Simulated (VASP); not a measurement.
Wanted: the native input for a VASP 6.6.1 run.

| Quantity | Value |
| --- | --- |
| Task | relaxation of cell and atoms |
| Functional | PBEsol |
| Potentials or basis | VASP PAW PBE potentials, release 64 (Li_sv) |
| Cutoff | 600 eV |
| k mesh | 17 × 17 × 9 |
| Occupations | fermi-dirac, width 0.08 eV |
| Spin | no spin polarisation |
| Target pressure | 17 GPa |
| Dipole correction | no |
| Further INCAR settings | ALGO = Normal; EDIFF = 1e-06; IBRION = 2; EDIFFG = -0.005; NSW = 32; ISIF = 3 |

The structure of Li lies in POSCAR:

```
Li
1.0
    2.5638452089      0.0000000000      0.0000000000
   -1.2819226044      2.2203550823      0.0000000000
    0.0000000000      0.0000000000      4.2127998702
Li
2
Direct
    0.3333333333      0.6666666667      0.2500000000
    0.6666666667      0.3333333333      0.7500000000
```

These files were run (other wordings do the same):

INCAR

```
PREC     = Accurate       # precision mode
ENCUT    = 600            # plane-wave cutoff, eV
EDIFF    = 1E-6           # SCF threshold, eV
ISMEAR   = -1             # smearing method
SIGMA    = 0.08           # smearing width, eV
LREAL    = F              # projectors in reciprocal space
LASPH    = T              # aspherical terms in the spheres
NELM     = 100            # most SCF steps
ALGO     = Normal         # electronic algorithm
ISIF     = 3              # what is computed and relaxed
LWAVE    = F              # write WAVECAR
LCHARG   = F              # write CHGCAR
GGA      = PS             # functional
IBRION   = 2              # ionic algorithm
NSW      = 32             # ionic steps
EDIFFG   = -0.005         # ionic threshold
PSTRESS  = 170.0
```

KPOINTS

```
regular mesh
0
Gamma
  17 17 9
```

Potentials or basis: VASP PAW PBE potentials, release 64 (Li_sv).

Command:

```sh
$ cat potpaw_PBE.64/Li_sv/POTCAR > POTCAR
$ mpirun -np 1 vasp_std > vasp.out
```

Results of the run:

The relaxed volume is 11.95 Å³/atom and the relaxed cell is a = 2.561 Å, b = 2.561 Å, c = 4.208 Å, α = 90.00°, β = 90.00°, γ = 120.00°. The space group after relaxing (to 0.05 Å) is P6_3/mmc (No. 194), the energy change on relaxing (the enthalpy is what falls) is +4.4 meV/atom and the ionic steps are 3. The pressure after relaxing is 17.0 GPa. The band gap on the k mesh is zero (band 3 reaches 4.94 eV, above the bottom of band 4 at -0.08 eV).

Caveat: the cutoff is under 1.25 times the usual one of these potentials, so pressure, stress and relaxed cells hold a basis-set (Pulay) error; the cell is relaxed towards a set pressure, so the enthalpy falls and the energy may rise; the PAW data sets were made with another functional, which shifts forces and pressure a little.

Run time: 95 s on 1 thread of AMD EPYC 7R13, with other jobs on the host, peak memory 0.12 GiB.
